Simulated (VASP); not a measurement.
# P (Im-3m) in VASP: a series of runs, part 2 of 2

VASP 6.6.1.

### Step 3. Single point, PBE

The input, INCAR:

```
ALGO = Normal ; EDIFF = 1E-7
ENCUT = 520 ; GGA = PE
ISIF = 2 ; ISMEAR = -1
LASPH = T ; LCHARG = F
LREAL = F ; LWAVE = F
NBANDS = 8 ; NELM = 80
PREC = Accurate ; SIGMA = 0.08
```

The input, KPOINTS:

```
k-points
0
Gamma
  23 23 23
```

The input, POSCAR:

```
P
1.0
   -1.1556743672      1.1556743672      1.1556743672
    1.1556743672     -1.1556743672      1.1556743672
    1.1556743672      1.1556743672     -1.1556743672
P
1
Direct
    0.0000000000      0.0000000000      0.0000000000
```

Potentials or basis: VASP PAW PBE potentials, release 64 (P).

Command:

```
> cat potpaw_PBE.64/P/POTCAR > POTCAR
> mpirun -np 1 vasp_std > vasp.out
```

OUTCAR:

```text
EDIFF = 1E-7
   ENCUT = 520
   GGA = PE
   ISIF = 2
   ISMEAR = -1
   LASPH = T
   LREAL = F
   NELM = 80
   PREC = Accurate

 ion  position               nearest neighbor table
   1  0.000  0.000  0.000-

  LATTYP: Found a body centered cubic cell.
 ALAT       =     2.3113487344

  Lattice vectors:

 A1 = (  -1.1556743672,   1.1556743672,   1.1556743672)
 A2 = (   1.1556743672,  -1.1556743672,   1.1556743672)
 A3 = (   1.1556743672,   1.1556743672,  -1.1556743672)

Analysis of symmetry for initial positions (statically):
=====================================================================
 Subroutine PRICEL returns:
 Original cell was already a primitive cell.

 Routine SETGRP: Setting up the symmetry group for a
 body centered cubic supercell.

 Subroutine GETGRP returns: Found 48 space group operations
 (whereof 48 operations were pure point group operations)
 out of a pool of 48 trial point group operations.

The static configuration has the point symmetry O_h .

Analysis of symmetry for dynamics (positions and initial velocities):
=====================================================================
 Subroutine PRICEL returns:
[... 152 lines left out ...]
  energy without entropy =        0.70342370  energy(sigma->0) =        0.70097487

 E-fermi :  26.6075     XC(G=0): -15.5348

 val. band max:       26.5928000084   @ k =  -0.2609   0.3478   0.1304
 cond. band min:      26.6175339945   @ k =  -0.3478   0.3478   0.2174
 fundamental gap:      0.0247339860
 Fermi energy:        26.6074750107

 k-point     1 :       0.0000    0.0000    0.0000
  band No.  band energies     occupation
      1      -1.6735      2.00000
      2      41.5687      0.00000
      3      41.5687      0.00000
      4      41.5687      0.00000
      5      47.4018      0.00000
      6      47.4018      0.00000
      7      47.4018      0.00000
      8      48.2673      0.00000
[... 243 lines left out ...]
 k-point    24 :       0.0870    0.0870    0.0000
  band No.  band energies     occupation
      1      -0.4743      2.00000
      2      34.9100      0.00000
      3      35.7321      0.00000
      4      39.0421      0.00000
      5      44.3302      0.00000
      6      45.1824      0.00000
      7      49.4647      0.00000
      8      49.6642      0.00000

 [... further k-points ...]
[... 5 lines left out ...]
  --------------------------------------------------------------------------------------
  -------------------------------------------------------------------------------------
  Total       17.0397338     17.0397338     17.0397338      0.0000000      0.0000000      0.0000000
  in kB     4421.8800252   4421.8800252   4421.8800252      0.0000000      0.0000000      0.0000000
  external PRESSURE =    4421.8800252 kB  Pullay stress =       0.0000000 kB

 VOLUME and BASIS-vectors are now :
 -----------------------------------------------------------------------------
  energy-cutoff  :      520.00
  volume of cell :        6.17
      direct lattice vectors                 reciprocal lattice vectors
    -1.155674367  1.155674367  1.155674367     0.000000000  0.432647824  0.432647824
     1.155674367 -1.155674367  1.155674367     0.432647824  0.000000000  0.432647824
     1.155674367  1.155674367 -1.155674367     0.432647824  0.432647824  0.000000000

 POSITION                                       TOTAL-FORCE (eV/Angst)
 -----------------------------------------------------------------------------------
      0.00000      0.00000      0.00000         0.000000     -0.000000      0.000000
 -----------------------------------------------------------------------------------
    total drift:                                0.000000      0.000000      0.000000

  FREE ENERGIE OF THE ION-ELECTRON SYSTEM (eV)
  ---------------------------------------------------
  free  energy   TOTEN  =         0.6985260325 eV

  energy  without entropy=        0.7034236988  energy(sigma->0) =        0.70097487
```

OSZICAR:

```text
N       E                     dE             d eps       ncg     rms          rms(c)
DAV:   1     0.368674532429E+01    0.36867E+01   -0.28059E+03  7472   0.493E+02
DAV:   2     0.630614481394E+00   -0.30561E+01   -0.28801E+01  8312   0.441E+01
DAV:   3     0.622987518966E+00   -0.76270E-02   -0.76261E-02  6536   0.229E+00
DAV:   4     0.622986065357E+00   -0.14536E-05   -0.14529E-05  8864   0.313E-02
DAV:   5     0.622986068056E+00    0.26997E-08   -0.65166E-10  6624   0.112E-04    0.197E+01
DAV:   6     0.670745269643E+00    0.47759E-01   -0.33818E-03  6200   0.419E-01    0.114E+01
DAV:   7     0.698476805696E+00    0.27732E-01   -0.77454E-03  6528   0.634E-01    0.173E-01
DAV:   8     0.698522831260E+00    0.46026E-04   -0.76296E-06  7712   0.249E-02    0.481E-02
DAV:   9     0.698525702762E+00    0.28715E-05   -0.19654E-06  6912   0.100E-02    0.295E-03
DAV:  10     0.698526006967E+00    0.30421E-06   -0.57204E-09  6768   0.703E-04    0.902E-04
DAV:  11     0.698526032503E+00    0.25536E-07   -0.22258E-10  3192   0.115E-04
   1 F= 0.69852603E+00 E0= 0.70097487E+00  d E =-.489767E-02
```

stdout:

```text
POSCAR found type information on POSCAR P
 POSCAR found :  1 types and       1 ions
 scaLAPACK will be used
 LDA part: xc-table for (Slater+PW92), standard interpolation
 POSCAR, INCAR and KPOINTS ok, starting setup
 FFT: planning ... GRIDC
 FFT: planning ... GRID_SOFT
 FFT: planning ... GRID
 WAVECAR not read
 entering main loop
```

Wall time 8.1 s (1 thread of AMD EPYC 9R45 (Zen 5), shared host); peak memory 0.09 GiB.

What came out:

```
Free energy : 0.6985 eV
Pressure    : 442.2 GPa
```

### Step 4. Relaxation of cell and atoms, PBE, target pressure 450 GPa, at which the enthalpy is minimised

This run uses another cell than the first one, of 6.04 Å³/atom, 0.979 times its volume.

The input, INCAR:

```
SYSTEM = P
PREC     = Accurate       ! precision mode
ENCUT    = 600            ! plane-wave cutoff, eV
EDIFF    = 1E-7           ! SCF threshold, eV
ISMEAR   = -1             ! smearing method
SIGMA    = 0.08           ! smearing width, eV
LREAL    = .FALSE.        ! projectors in reciprocal space
LASPH    = .TRUE.         ! aspherical terms in the spheres
NELM     = 80             ! most SCF steps
ALGO     = Normal         ! electronic algorithm
ISIF     = 3              ! what is computed and relaxed
LWAVE    = .FALSE.        ! write WAVECAR
LCHARG   = .FALSE.        ! write CHGCAR
GGA      = PE             ! functional
IBRION   = 2              ! ionic algorithm
NSW      = 60             ! ionic steps
EDIFFG   = -0.005         ! ionic threshold
PSTRESS  = 4500.0
```

The input, KPOINTS:

```
Automatic mesh
0
G
  23 23 23
  0 0 0
```

The input, POSCAR:

```
P
1.0
   -1.1473109521      1.1473109521      1.1473109521
    1.1473109521     -1.1473109521      1.1473109521
    1.1473109521      1.1473109521     -1.1473109521
P
1
Direct
    0.0000000000      0.0000000000      0.0000000000
```

Potentials or basis: VASP PAW PBE potentials, release 64 (P).

Command:

```
> cat potpaw_PBE.64/P/POTCAR > POTCAR
> mpirun -np 1 vasp_std > vasp.out
```

OUTCAR:

```text
SYSTEM = P
   PREC = Accurate
   ENCUT = 600
   EDIFF = 1E-7
   ISMEAR = -1
   LREAL = .FALSE.
   LASPH = .TRUE.
   NELM = 80
   ISIF = 3
   GGA = PE
   IBRION = 2
   NSW = 60
   EDIFFG = -0.005
   PSTRESS = 4500.0

 ion  position               nearest neighbor table
   1  0.000  0.000  0.000-

  LATTYP: Found a body centered cubic cell.
 ALAT       =     2.2946219042

  Lattice vectors:

 A1 = (  -1.1473109521,   1.1473109521,   1.1473109521)
 A2 = (   1.1473109521,  -1.1473109521,   1.1473109521)
 A3 = (   1.1473109521,   1.1473109521,  -1.1473109521)

Analysis of symmetry for initial positions (statically):
=====================================================================
 Subroutine PRICEL returns:
 Original cell was already a primitive cell.

 Routine SETGRP: Setting up the symmetry group for a
 body centered cubic supercell.

 Subroutine GETGRP returns: Found 48 space group operations
 (whereof 48 operations were pure point group operations)
 out of a pool of 48 trial point group operations.

The static configuration has the point symmetry O_h .

Analysis of symmetry for dynamics (positions and initial velocities):
=====================================================================
 Subroutine PRICEL returns:
 Original cell was already a primitive cell.

 Routine SETGRP: Setting up the symmetry group for a
 body centered cubic supercell.

 Subroutine GETGRP returns: Found 48 space group operations
 (whereof 48 operations were pure point group operations)
 out of a pool of 48 trial point group operations.

The dynamic configuration has the point symmetry O_h .

 Subroutine INISYM returns: Found 48 space group operations
 (whereof 48 operations are pure point group operations),
 and found     1 'primitive' translations
[... 111 lines left out ...]
   IMIX   =      4    mixing-type and parameters
     AMIX     =   0.40;   BMIX     =  1.00
     AMIX_MAG =   1.60;   BMIX_MAG =  1.00
  volume/ion in A,a.u.               =       6.04        40.77
  Fermi-wavevector in a.u.,A,eV,Ry     =   1.537082  2.904664 32.145410  2.362621
  Thomas-Fermi vector in A             =   2.643641
   LORBIT       =      0    0 simple, 1 ext, 2 COOP (PROOUT), +10 PAW based schemes
   GGA     = PE    functional components
   LHFCALC =     F    Hartree Fock is set to
   AEXX    =    0.0000 exact exchange contribution
   IVDW    =     0    specifies the selected vdW correction
   LEPSILON=     F    determine dielectric tensor
   LRPA    =     F    only Hartree local field effects (RPA)
 conjugate gradient relaxation of ions
 non-spin polarized calculation
  energy-cutoff  :      600.00
  volume of cell :        6.04
 maximum number of plane-waves:       212
   NGX =  7   NGY =  7   NGZ =  7

--------------------------------------- Ionic step        1  -------------------------------------------

 number of electron       5.0000001 magnetization

 Free energy of the ion-electron system (eV)
  ---------------------------------------------------
  ext. energy  EPLUGINS =         0.00000000
  ---------------------------------------------------
  free energy    TOTEN  =         1.07761080 eV

  energy without entropy =        1.08281634  energy(sigma->0) =        1.08021357

------------------------ aborting loop because EDIFF is reached ----------------------------------------

  FORCE on cell =-STRESS in cart. coord.  units (eV):
  Direction    XX          YY          ZZ          XY          YZ          ZX
  --------------------------------------------------------------------------------------
  -------------------------------------------------------------------------------------
  Total       17.8838270     17.8838270     17.8838270     -0.0000000     -0.0000000      0.0000000
  in kB     4743.1584627   4743.1584627   4743.1584627     -0.0000000     -0.0000000      0.0000000
  external PRESSURE =     243.1584627 kB  Pullay stress =    4500.0000000 kB
[... 98 lines left out ...]
--------------------------------------- Ionic step        4  -------------------------------------------

 number of electron       5.0000001 magnetization

 Free energy of the ion-electron system (eV)
  ---------------------------------------------------
  ext. energy  EPLUGINS =         0.00000000
  ---------------------------------------------------
  free energy    TOTEN  =         0.78930564 eV

  energy without entropy =        0.79429112  energy(sigma->0) =        0.79179838

 E-fermi :  26.7456     XC(G=0): -15.5623

 val. band max:       26.7357976887   @ k =  -0.2609   0.3478   0.1304
 cond. band min:      26.7574765796   @ k =  -0.3478   0.3478   0.2174
 fundamental gap:      0.0216788909
 Fermi energy:        26.7455596089

 k-point     1 :       0.0000    0.0000    0.0000
  band No.  band energies     occupation
      1      -1.6284      2.00000
      2      41.7346      0.00000
      3      41.7346      0.00000
      4      41.7346      0.00000
      5      47.6759      0.00000
      6      47.6759      0.00000
[... 199 lines left out ...]
 k-point    24 :       0.0870    0.0870    0.0000
  band No.  band energies     occupation
      1      -0.4253      2.00000
      2      35.0610      0.00000
      3      35.8972      0.00000
      4      39.2201      0.00000
      5      44.5027      0.00000
      6      45.4027      0.00000

 [... further k-points ...]
[... 5 lines left out ...]
  --------------------------------------------------------------------------------------
  -------------------------------------------------------------------------------------
  Total       17.2476791     17.2476791     17.2476791     -0.0000000      0.0000000     -0.0000000
  in kB     4499.9661290   4499.9661290   4499.9661290     -0.0000000      0.0000000     -0.0000000
  external PRESSURE =      -0.0338710 kB  Pullay stress =    4500.0000000 kB
[... 20 lines left out ...]
  energy  without entropy=        0.7942911216  energy(sigma->0) =        0.79179838

  enthalpy is  TOTEN    =        18.0371145785 eV   P V=       17.2478089342

 reached required accuracy - stopping structural energy minimisation
```

OSZICAR:

```text
N       E                     dE             d eps       ncg     rms          rms(c)
DAV:   1     0.755114455328E+01    0.75511E+01   -0.30425E+03  5346   0.751E+02
DAV:   2     0.102725987845E+01   -0.65239E+01   -0.61510E+01  6438   0.773E+01
DAV:   3     0.994994635657E+00   -0.32265E-01   -0.32209E-01  5040   0.591E+00
DAV:   4     0.994980581981E+00   -0.14054E-04   -0.14055E-04  6456   0.114E-01
[... 27 lines left out ...]
   3 F= 0.18037135E+02 E0= 0.18039620E+02  d E =-.748707E-02
       N       E                     dE             d eps       ncg     rms          rms(c)
DAV:   1     0.789304833749E+00    0.14279E-01   -0.96229E-05  5334   0.797E-02    0.357E-02
DAV:   2     0.789305581626E+00    0.74788E-06   -0.46574E-07  5178   0.870E-03    0.193E-02
DAV:   3     0.789305644300E+00    0.62675E-07   -0.46121E-07  4878   0.605E-03
   4 F= 0.18037115E+02 E0= 0.18039607E+02  d E =-.750720E-02
```

CONTCAR:

```text
P
   1.00000000000000
    -1.1536055495850202    1.1536055495850202    1.1536055495850202
     1.1536055495850202   -1.1536055495850202    1.1536055495850202
     1.1536055495850202    1.1536055495850202   -1.1536055495850202
  P
     1
Direct
     0.0000000000000000    0.0000000000000000    0.0000000000000000

  0.00000000E+00  0.00000000E+00  0.00000000E+00
```

Wall time 17 s (1 thread of AMD EPYC 9R45 (Zen 5), shared host); peak memory 0.09 GiB.

Results:

| Property | Result |
| --- | --- |
| Free energy | 0.7893 eV |
| Relaxed volume | 6.14 Å³/atom |
| Relaxed cell | a = 1.998 Å, b = 1.998 Å, c = 1.998 Å, α = 109.47°, β = 109.47°, γ = 109.47° |
| Space group after relaxing (to 0.05 Å) | Im-3m (No. 229) |
| Energy change on relaxing (the enthalpy is what falls) | -288.3 meV/atom |
| Ionic steps | 4 |
| Pressure after relaxing | 450.0 GPa |

Step by step:
| step | energy change (eV) | largest force (eV/Å) | pressure (GPa) | volume (Å³) |
| --- | --- | --- | --- | --- |
| 1 | 0.0000 | 0.0000 | 474.32 | 6.04 |
| 2 | -2.0084 | 0.0000 | 308.10 | 6.88 |
| 3 | -0.3026 | 0.0000 | 448.79 | 6.15 |
| 4 | -0.2883 | 0.0000 | 450.00 | 6.14 |

Final structure:
```yaml
crystal:
  lattice:
    - [-1.15361, 1.15361, 1.15361]
    - [1.15361, -1.15361, 1.15361]
    - [1.15361, 1.15361, -1.15361]
  atoms:
    - { symbol: P, position: [0.00000, 0.00000, 0.00000] }
```

Caveat: the cell is relaxed towards a set pressure, so the enthalpy falls and the energy may rise.

### Step 5. Single point, PBE

The input, INCAR:

```
ALGO     = Normal         # electronic algorithm
EDIFF    = 1E-6           # SCF threshold, eV
ENCUT    = 520            # plane-wave cutoff, eV
GGA      = PE             # functional
ISIF     = 2              # what is computed and relaxed
ISMEAR   = -1             # smearing method
LASPH    = True           # aspherical terms in the spheres
LCHARG   = False          # write CHGCAR
LREAL    = False          # projectors in reciprocal space
LWAVE    = False          # write WAVECAR
NBANDS   = 8              # bands
NELM     = 60             # most SCF steps
PREC     = Accurate       # precision mode
SIGMA    = 0.08           # smearing width, eV
```

The input, KPOINTS:

```
k-points
0
Gamma
  23 23 23
```

The input, POSCAR:

```
P
1.0
   -1.1555238155      1.1555238155      1.1555238155
    1.1555238155     -1.1555238155      1.1555238155
    1.1555238155      1.1555238155     -1.1555238155
P
1
Direct
    0.0000000000      0.0000000000      0.0000000000
```

Command:

```
> cat potpaw_PBE.64/P/POTCAR > POTCAR
> mpirun -np 1 vasp_std > vasp.out
```

Wall time 7.8 s (1 thread of AMD EPYC 9R45 (Zen 5), shared host); peak memory 0.09 GiB.

The run converged. Its results:

- Free energy: 0.7052 eV
- Pressure: 442.8 GPa

Levels at points of the mesh, in eV from the Fermi level:
```
           k point  band 1  band 2  band 3  band 4  band 5  band 6  band 7  band 8
(0.00, 0.00, 0.00)  -28.29   14.96   14.96   14.96   20.80   20.80   20.80   21.66
```

### Step 6. The runs side by side

```csv
task,cell,cutoff (eV),gap on the mesh (eV),pressure (GPa)
single point,"a = 2.001 Å, angles 109.5°, 1 atom",520,none,442.8
single point,"a = 2.002 Å, angles 109.5°, 1 atom",520,none,442.2
relaxation of cell and atoms,"relaxed to 450 GPa from a = 1.987 Å, angles 109.5°, 1 atom",600,none,450.0
```

Alike in all rows: level PBE; potentials or basis VASP PAW PBE potentials, release 64 (P); no spin polarisation; k mesh 23 × 23 × 23; smearing fermi-dirac 0.08 eV.

Caveats: the cell is relaxed towards a set pressure, so the enthalpy falls and the energy may rise (some runs).

Absolute energies hang on the potentials; compare differences alone.
